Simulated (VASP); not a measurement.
# Ga (C2/c) in VASP: further runs

Runs on Ga. Level: PBE. Tasks: single point.

All numbers are computed with VASP 6.6.1; they aren't measurements. Logs are shortened: lines on timing, memory, paths and dates and some standing lists are left out, and cuts for length are marked.

## (1) The cell of the first run

It takes space group C2/c (No. 15, monoclinic). The conventional cell has a = 2.766 Å, b = 8.053 Å, c = 3.432 Å, α = 90.00°, β = 91.96°, γ = 90.00°. Within 3.6 Å of Ga (site symmetry 2) lie 10 Ga at 2.72 to 3.43 Å.

## (2) Single point, PBE (zz strain of +3 %)

The input, INCAR:

```
SYSTEM = Ga
PREC = Accurate
ENCUT = 520
EDIFF = 1E-7
ISMEAR = -1
SIGMA = 0.03
LREAL = .FALSE.
LASPH = .TRUE.
NELM = 100
ALGO = Normal
ISIF = 2
LWAVE = .FALSE.
LCHARG = .FALSE.
GGA = PE
NBANDS = 20
```

The input, KPOINTS:

```
regular mesh
0
G
  14 14 11
  0 0 0
```

The input, POSCAR:

```
Ga
1.0
    1.3830000000     -4.0265000000      0.0000000000
    1.3830000000      4.0265000000      0.0000000000
   -0.1174500000      0.0000000000      3.4298279000
Ga
2
Direct
    0.8690000000      0.1310000000      0.2500000000
    0.1310000000      0.8690000000      0.7500000000
```

Potentials or basis: VASP PAW PBE potentials, release 64 (Ga_d).

On the command line:

```bash
cat potpaw_PBE.64/Ga_d/POTCAR > POTCAR
mpirun -np 1 vasp_std > vasp.out
```

OUTCAR:

```text
SYSTEM = Ga
   PREC = Accurate
   ENCUT = 520
   EDIFF = 1E-7
   ISMEAR = -1
   LREAL = .FALSE.
   LASPH = .TRUE.
   NELM = 100
   ISIF = 2
   GGA = PE

 ion  position               nearest neighbor table
   1  0.869  0.131  0.250-   2 2.72   2 2.72   2 2.89   2 2.89
   2  0.131  0.869  0.750-   1 2.72   1 2.72   1 2.89   1 2.89

  LATTYP: Found a base centered monoclinic cell.
 ALAT       =     2.7660000000
 B/A-ratio  =     2.9114244396
 C/A-ratio  =     1.2407224411
 COS(beta)  =    -0.0342236407

  Lattice vectors:

 A1 = (   1.3830000000,  -4.0265000000,   0.0000000000)
 A2 = (   1.3830000000,   4.0265000000,   0.0000000000)
 A3 = (  -0.1174500000,   0.0000000000,   3.4298279000)

Analysis of symmetry for initial positions (statically):
=====================================================================
 Subroutine PRICEL returns:
 Original cell was already a primitive cell.

 Routine SETGRP: Setting up the symmetry group for a
 base centered monoclinic supercell.

 Subroutine GETGRP returns: Found  4 space group operations
 (whereof  2 operations were pure point group operations)
 out of a pool of  4 trial point group operations.

The static configuration has the point symmetry S_2 .
 The point group associated with its full space group is C_2h.

Analysis of symmetry for dynamics (positions and initial velocities):
=====================================================================
 Subroutine PRICEL returns:
 Original cell was already a primitive cell.

 Routine SETGRP: Setting up the symmetry group for a
 base centered monoclinic supercell.

 Subroutine GETGRP returns: Found  4 space group operations
 (whereof  2 operations were pure point group operations)
 out of a pool of  4 trial point group operations.

The dynamic configuration has the point symmetry S_2 .
 The point group associated with its full space group is C_2h.

 Subroutine INISYM returns: Found  4 space group operations
 (whereof  2 operations are pure point group operations),
 and found     1 'primitive' translations

----------------------------------------------------------------------------------------

                                     Primitive cell

  volume of cell :      38.1990

  direct lattice vectors                    reciprocal lattice vectors
     1.383000000 -4.026500000  0.000000000     0.361532899 -0.124177325  0.012380224
     1.383000000  4.026500000  0.000000000     0.361532899  0.124177325  0.012380224
    -0.117450000  0.000000000  3.429827900     0.000000000  0.000000000  0.291559818

  length of vectors
     4.257392541  4.257392541  3.431838272     0.382464790  0.382464790  0.291559818

  position of ions in fractional coordinates (direct lattice)
     0.869000000  0.131000000  0.250000000
     0.131000000  0.869000000  0.750000000

  ion indices of the primitive-cell ions
   primitive index   ion index
                 1           1
                 2           2

----------------------------------------------------------------------------------------

 KPOINTS: regular mesh

Automatic generation of k-mesh.
 Grid dimensions read from file:
 generate k-points for:   14   14   11

 Generating k-lattice:

  Cartesian coordinates                     Fractional coordinates (reciprocal lattice)
     0.025823779 -0.008869809  0.000884302     0.071428571 -0.000000000  0.000000000
     0.025823779  0.008869809  0.000884302    -0.000000000  0.071428571  0.000000000
     0.000000000  0.000000000  0.026505438     0.000000000  0.000000000  0.090909091

  Length of vectors
     0.027318914  0.027318914  0.026505438

  Shift w.r.t. Gamma in fractional coordinates (k-lattice)
     0.000000000  0.000000000  0.000000000

 Subroutine IBZKPT returns following result:
 ===========================================

 Found    582 irreducible k-points:

 Following reciprocal coordinates:
            Coordinates               Weight
  0.000000  0.000000  0.000000      1.000000
  0.071429 -0.000000  0.000000      4.000000
  0.142857  0.000000 -0.000000      4.000000
  0.214286  0.000000  0.000000      4.000000
  0.285714  0.000000  0.000000      4.000000
  0.357143  0.000000 -0.000000      4.000000
[... 16 lines left out ...]
  0.214286  0.142857  0.000000      4.000000
  0.285714  0.142857  0.000000      4.000000
 [... further k-points ...]
   k-points           NKPTS =    582   k-points in BZ     NKDIM =    582   number of bands    NBANDS=     20
   number of dos      NEDOS =    301   number of ions     NIONS =      2
   total plane-waves  NPLWV =  28672
   dimension x,y,z NGX =    32 NGY =   32 NGZ =   28
   dimension x,y,z NGXF=    64 NGYF=   64 NGZF=   56
   ions per type =               2
   NGX,Y,Z   is equivalent  to a cutoff of  12.50, 12.50, 13.56 a.u.
   NGXF,Y,Z  is equivalent  to a cutoff of  24.99, 24.99, 27.13 a.u.
 SYSTEM =  Ga
   PREC   = accura    normal or accurate (medium, high low for compatibility)
   ISTART =      0    job   : 0-new  1-cont  2-samecut
   ICHARG =      2    charge: 1-file 2-atom 10-const
   ISPIN  =      1    spin polarized calculation?
   LNONCOLLINEAR =      F non collinear calculations
   LSORBIT =      F    spin-orbit coupling
   LASPH  =      T    aspherical Exc in radial PAW
   ENCUT  =  520.0 eV  38.22 Ry    6.18 a.u.   7.92  7.92  6.38*2*pi/ulx,y,z
   NELM   =    100;   NELMIN=  2; NELMDL= -5     # of ELM steps
   EDIFF  = 0.1E-06   stopping-criterion for ELM
   LREAL  =      F    real-space projection
   EDIFFG = 0.1E-05   stopping-criterion for IOM
   NSW    =      0    number of steps for IOM
   IBRION =     -1    ionic relax: 0-MD 1-quasi-New 2-CG
   NFREE  =      0    steps in history (QN), initial steepest desc. (CG)
   ISIF   =      2    stress and relaxation
   ISYM   =      2    0-nonsym 1-usesym 2-fastsym
   POTIM  = 0.5000    time-step for ionic-motion
   TEBEG  =    0.0;   TEEND  =   0.0 temperature during run
   PSTRESS=    0.0 pullay stress
   NELECT =      26.0000    total number of electrons
   NUPDOWN=      -1.0000    fix difference up-down
   EMIN   =  10.00;   EMAX   =-10.00  energy-range for DOS
   EFERMI =   0.00;   METHOD = LEGACY
   ISMEAR =    -1;   SIGMA  =   0.03  broadening in eV -4-tet -1-fermi 0-gaus
   EFERMI_NEDOS =   21; number of points for ismear=-14 and -15
   IALGO  =     38    algorithm
   IMIX   =      4    mixing-type and parameters
     AMIX     =   0.40;   BMIX     =  1.00
     AMIX_MAG =   1.60;   BMIX_MAG =  1.00
  volume/ion in A,a.u.               =      19.10       128.89
  Fermi-wavevector in a.u.,A,eV,Ry     =   1.440064  2.721327 28.215560  2.073785
  Thomas-Fermi vector in A             =   2.558850
   LORBIT       =      0    0 simple, 1 ext, 2 COOP (PROOUT), +10 PAW based schemes
   GGA     = PE    functional components
   LHFCALC =     F    Hartree Fock is set to
   AEXX    =    0.0000 exact exchange contribution
   IVDW    =     0    specifies the selected vdW correction
   LEPSILON=     F    determine dielectric tensor
   LRPA    =     F    only Hartree local field effects (RPA)
 non-spin polarized calculation
  energy-cutoff  :      520.00
  volume of cell :       38.20
 maximum number of plane-waves:      1050
   NGX = 15   NGY = 15   NGZ = 13

 number of electron      25.9999993 magnetization

 Free energy of the ion-electron system (eV)
  ---------------------------------------------------
  ext. energy  EPLUGINS =         0.00000000
  ---------------------------------------------------
  free energy    TOTEN  =        -5.77434498 eV

  energy without entropy =       -5.77201837  energy(sigma->0) =       -5.77318167

 E-fermi :   5.3787     XC(G=0): -10.9089

 val. band max:        5.3724914154   @ k =  -0.1429   0.4286   0.1818
 cond. band min:       5.3807718566   @ k =  -0.1429  -0.2857   0.4545
 fundamental gap:      0.0082804412
 Fermi energy:         5.3787282809

 k-point     1 :       0.0000    0.0000    0.0000
  band No.  band energies     occupation
      1      -9.7528      2.00000
      2      -9.7369      2.00000
      3      -9.7152      2.00000
      4      -9.6863      2.00000
      5      -9.4222      2.00000
      6      -9.4169      2.00000
[... 12 lines left out ...]
     19      15.9472      0.00000
     20      18.3858      0.00000

 k-point     2 :       0.0714   -0.0000    0.0000
  band No.  band energies     occupation
      1      -9.7488      2.00000
      2      -9.7270      2.00000
      3      -9.7012      2.00000
      4      -9.6704      2.00000
      5      -9.4316      2.00000
      6      -9.4261      2.00000
[... 12 lines left out ...]
     19      15.8671      0.00000
     20      18.6118      0.00000

 k-point     3 :       0.1429    0.0000   -0.0000
  band No.  band energies     occupation
      1      -9.7376      2.00000
      2      -9.7032      2.00000
      3      -9.6683      2.00000
      4      -9.6181      2.00000
      5      -9.4586      2.00000
      6      -9.4525      2.00000
[... 12 lines left out ...]
     19      15.9663      0.00000
     20      19.2320      0.00000

 k-point     4 :       0.2143    0.0000    0.0000
  band No.  band energies     occupation
      1      -9.7220      2.00000
      2      -9.6774      2.00000
      3      -9.6216      2.00000
      4      -9.5527      2.00000
      5      -9.4980      2.00000
      6      -9.4782      2.00000
[... 12 lines left out ...]
     19      16.1038      0.00000
     20      20.0263      0.00000

 k-point     5 :       0.2857    0.0000    0.0000
  band No.  band energies     occupation
      1      -9.7061      2.00000
      2      -9.6547      2.00000
      3      -9.5838      2.00000
      4      -9.5555      2.00000
      5      -9.5425      2.00000
      6      -9.4597      2.00000
[... 12 lines left out ...]
     19      16.2781      0.00000
     20      18.8618      0.00000
[... 353 lines left out ...]
      6      -9.4270      2.00000
[... 12 lines left out ...]
     19      16.3946      0.00000
     20      18.0306      0.00000

 k-point    22 :       0.1429    0.1429    0.0000
  band No.  band energies     occupation
      1      -9.7214      2.00000
      2      -9.6630      2.00000
      3      -9.5887      2.00000
      4      -9.5237      2.00000
      5      -9.5124      2.00000
      6      -9.4891      2.00000
[... 12 lines left out ...]
     19      17.0750      0.00000
     20      19.5756      0.00000

 k-point    23 :       0.2143    0.1429    0.0000
  band No.  band energies     occupation
      1      -9.7132      2.00000
      2      -9.6425      2.00000
      3      -9.6146      2.00000
      4      -9.5448      2.00000
      5      -9.5276      2.00000
      6      -9.5082      2.00000
[... 12 lines left out ...]
     19      17.0700      0.00000
     20      18.5069      0.00000

 k-point    24 :       0.2857    0.1429    0.0000
  band No.  band energies     occupation
      1      -9.7069      2.00000
      2      -9.6514      2.00000
      3      -9.6156      2.00000
      4      -9.5738      2.00000
      5      -9.5344      2.00000
      6      -9.5090      2.00000
[... 12 lines left out ...]
     19      16.1836      0.00000
     20      17.2299      0.00000

 [... further k-points ...]
[... 5 lines left out ...]
  --------------------------------------------------------------------------------------
  -------------------------------------------------------------------------------------
  Total        0.1361103      0.2304824     -0.1515206      0.0000000      0.0000000      0.0309620
  in kB        5.7088577      9.6670982     -6.3552119      0.0000000      0.0000000      1.2986350
  external PRESSURE =       3.0069147 kB  Pullay stress =       0.0000000 kB

 VOLUME and BASIS-vectors are now :
 -----------------------------------------------------------------------------
  energy-cutoff  :      520.00
  volume of cell :       38.20
      direct lattice vectors                 reciprocal lattice vectors
     1.383000000 -4.026500000  0.000000000     0.361532899 -0.124177325  0.012380224
     1.383000000  4.026500000  0.000000000     0.361532899  0.124177325  0.012380224
    -0.117450000  0.000000000  3.429827900     0.000000000  0.000000000  0.291559818

 POSITION                                       TOTAL-FORCE (eV/Angst)
 -----------------------------------------------------------------------------------
      1.35364     -2.97156      0.85746         0.000000      0.143963     -0.000000
      1.29491      2.97156      2.57237        -0.000000     -0.143963      0.000000
 -----------------------------------------------------------------------------------
    total drift:                                0.000000      0.000000     -0.000000

  FREE ENERGIE OF THE ION-ELECTRON SYSTEM (eV)
  ---------------------------------------------------
  free  energy   TOTEN  =        -5.7743449791 eV

  energy  without entropy=       -5.7720183675  energy(sigma->0) =       -5.77318167
```

It took 3.1 min on 1 thread of AMD EPYC 9R45 (Zen 5), shared host; peak memory 0.42 GiB.

What came out:

* Free energy: -5.7743 eV
* Pressure: 0.3 GPa
* Largest force: 0.144 eV/Å
* Band gap on the k mesh: zero (band 13 reaches 9.25 eV, above the bottom of band 14 at 1.45 eV)

Forces in eV/Å, atoms in the order of the input:
```
Ga   0.000  0.144  0.000
Ga   0.000 -0.144  0.000
```

Levels at points of the mesh, in eV from the Fermi level:
```
           k point  band 10  band 11  band 12  band 13  band 14  band 15  band 16  band 17
(0.00, 0.00, 0.00)   -14.63   -11.01    -1.85    -1.65     1.16     5.01     9.71     9.88
(0.50, 0.00, 0.00)   -14.64    -5.84    -4.82    -1.15     0.12     5.36     6.35     7.97
(0.50, 0.50, 0.00)   -14.69    -8.89    -8.39     3.51     4.09     5.20     5.47     7.77
```

Caveat: the cell differs from its parent crystal (zz strain of +3 %).

## (3) Single point, PBE (volume scaled by 0.96)

The input, INCAR:

```
  PREC = Accurate
  ENCUT = 520
  EDIFF = 1E-6
  ISMEAR = -1
  SIGMA = 0.03
  LREAL = False
  LASPH = True
  NELM = 60
  ALGO = Normal
  ISIF = 2
  LWAVE = False
  LCHARG = True
  GGA = PE
  LELF = True
  LVHAR = True
  NBANDS = 20
```

The input, KPOINTS:

```
Automatic mesh
0
Gamma
  14 14 11
```

The input, POSCAR:

```
Ga
1.0
    1.3643085195     -3.9720811669      0.0000000000
    1.3643085195      3.9720811669      0.0000000000
   -0.1158626432      0.0000000000      3.2849254291
Ga
2
Direct
    0.8690000000      0.1310000000      0.2500000000
    0.1310000000      0.8690000000      0.7500000000
```

Potentials or basis: VASP PAW PBE potentials, release 64 (Ga_d).

On the command line:

```bash
cat potpaw_PBE.64/Ga_d/POTCAR > POTCAR
mpirun -np 1 vasp_std > vasp.out
```

Run time: 4.6 min. Hardware: 1 thread of Oxide Virtual Turin-like, shared host; peak memory 0.39 GiB.

Results (log left out):

| Item | Value |
| --- | --- |
| Free energy | -5.7426 eV |
| Pressure | 4.6 GPa |
| Largest force | 0.207 eV/Å |
| Band gap on the k mesh | zero (band 13 reaches 10.14 eV, above the bottom of band 14 at 1.90 eV) |

Forces on the atoms (eV/Å):
```
Ga   0.000  0.207  0.000
Ga   0.000 -0.207  0.000
```

Stress tensor (GPa, compression positive):
```
 4.64  0.00 -0.12
 0.00  4.85  0.00
-0.12  0.00  4.26
```

Levels at points of the mesh, in eV from the Fermi level:
```csv
k point,band 10,band 11,band 12,band 13,band 14,band 15,band 16,band 17
"(0.00, 0.00, 0.00)",-14.66,-11.55,-2.22,-1.51,1.64,5.50,10.00,10.53
"(0.50, 0.00, 0.00)",-14.68,-6.15,-5.21,-1.43,0.08,5.98,6.83,8.70
"(0.50, 0.50, 0.00)",-14.72,-9.36,-8.84,4.09,4.70,6.05,6.28,7.77
```

## (4) Single point, PBE (volume scaled by 0.99)

The input, INCAR:

```
SYSTEM = Ga
PREC     = Accurate       ! precision mode
ENCUT    = 520            ! plane-wave cutoff, eV
EDIFF    = 1E-6           ! SCF threshold, eV
ISMEAR   = -1             ! smearing method
SIGMA    = 0.03           ! smearing width, eV
LREAL    = .False.        ! projectors in reciprocal space
LASPH    = .True.         ! aspherical terms in the spheres
NELM     = 80             ! most SCF steps
ALGO     = Normal         ! electronic algorithm
ISIF     = 2              ! what is computed and relaxed
LWAVE    = .False.        ! write WAVECAR
LCHARG   = .False.        ! write CHGCAR
GGA      = PE             ! functional
NBANDS   = 20             ! bands
```

The input, KPOINTS:

```
Automatic mesh
0
Gamma
  14 14 11
  0 0 0
```

The input, POSCAR:

```
Ga
1.0
    1.3783745474     -4.0130333442      0.0000000000
    1.3783745474      4.0130333442      0.0000000000
   -0.1170571877      0.0000000000      3.3187930272
Ga
2
Direct
    0.8690000000      0.1310000000      0.2500000000
    0.1310000000      0.8690000000      0.7500000000
```

On the command line:

```bash
cat potpaw_PBE.64/Ga_d/POTCAR > POTCAR
mpirun -np 1 vasp_std > vasp.out
```

Run time: 7.2 min. Hardware: 1 thread of Oxide Virtual Turin-like, shared host; peak memory 0.4 GiB.

Results (log left out):

* Free energy: -5.7667 eV
* Pressure: 2.5 GPa
* Largest force: 0.194 eV/Å
* Band gap on the k mesh: zero (band 13 reaches 9.77 eV, above the bottom of band 14 at 1.72 eV)

Forces on the atoms (eV/Å):
```
Ga   0.000  0.194  0.000
Ga   0.000 -0.194  0.000
```

Stress tensor (GPa, compression positive):
```
 2.55  0.00 -0.10
 0.00  2.70  0.00
-0.10  0.00  2.28
```

Levels at points of the mesh, in eV from the Fermi level:
| k point | band 9 | band 10 | band 11 | band 12 | band 13 | band 14 | band 15 | band 16 | band 17 | band 18 |
| --- | --- | --- | --- | --- | --- | --- | --- | --- | --- | --- |
| (0.00, 0.00, 0.00) | -14.78 | -14.65 | -11.31 | -2.13 | -1.60 | 1.63 | 5.45 | 9.76 | 10.27 | 10.50 |
| (0.50, 0.00, 0.00) | -14.71 | -14.66 | -6.08 | -5.07 | -1.37 | 0.02 | 5.83 | 6.65 | 8.51 | 9.38 |
| (0.50, 0.50, 0.00) | -14.75 | -14.71 | -9.17 | -8.66 | 4.01 | 4.60 | 5.87 | 6.10 | 7.60 | 11.00 |

(Part 1 of 2 ends here.)
